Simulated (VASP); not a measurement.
The system is HoMoN2.

```
Ho Mo N
1.0
     3.90569    0.00000    0.00000
    -1.95285    3.38243    0.00000
     0.00000    0.00000    5.14106
Ho Mo N
1 1 2
Cartesian
  0.0000 0.0000 0.0000
  0.0000 0.0000 2.5705
  0.0000 2.2550 0.0000
  1.9528 1.1275 0.0000
```

The cell was generated, and may not be a known phase.

- Program: VASP 6.6.1
- Task: relaxation of cell and atoms
- Functional: PBE
- Potentials or basis: VASP PAW PBE potentials, release 64 (Ho_3, Mo_sv, N), 4f in core
- Cutoff: 600 eV
- k mesh: 4 × 4 × 3
- Occupations: gaussian, width 0.15 eV
- Spin: collinear spin
- Starting moments: [0.0, 1.0, 0.0, 0.0] μB

At the start: pressure 14.2 GPa; volume 16.98 Å³/atom.

How do energy, volume and symmetry change on relaxing?

Over 7 steps the energy falls by 291.0 meV/atom and the volume is 21.56 Å³/atom (+27.0 %); space group P6/mmm (No. 191, to 0.1 Å) before and after; moment 5.66 μB per cell.

The path:
```
step  energy change (eV)  largest force (eV/Å)  pressure (GPa)  volume (Å³)
   1              0.0000                0.0000           14.25        67.92
   2             -0.9740                0.0000           -1.07        83.59
   3             -0.9949                0.0000           -2.59        86.28
   4             -0.9954                0.0000           -3.10        87.26
   5             -1.1566                0.0000            1.32        84.68
   6             -1.1577                0.0000            0.94        84.87
   7             -1.1642                0.0000            0.25        86.24
```

Final structure:
```yaml
crystal:
  lattice:
    - [3.94744, 0.00000, 0.00000]
    - [-1.97372, 3.41858, 0.00000]
    - [0.00000, 0.00000, 6.39035]
  atoms:
    - { symbol: Ho, position: [0.00000, 0.00000, 0.00000] }
    - { symbol: Mo, position: [0.00000, 0.00000, 0.50000] }
    - { symbol: N, position: [0.33333, 0.66667, 0.00000] }
    - { symbol: N, position: [0.66667, 0.33333, 0.00000] }
```

Caveat: the k points lie up to 0.46 Å⁻¹ apart in the final cell; the magnetic or orbital state may not be the lowest; the volume moved by over 15 % at a fixed basis, so the end points are rough.
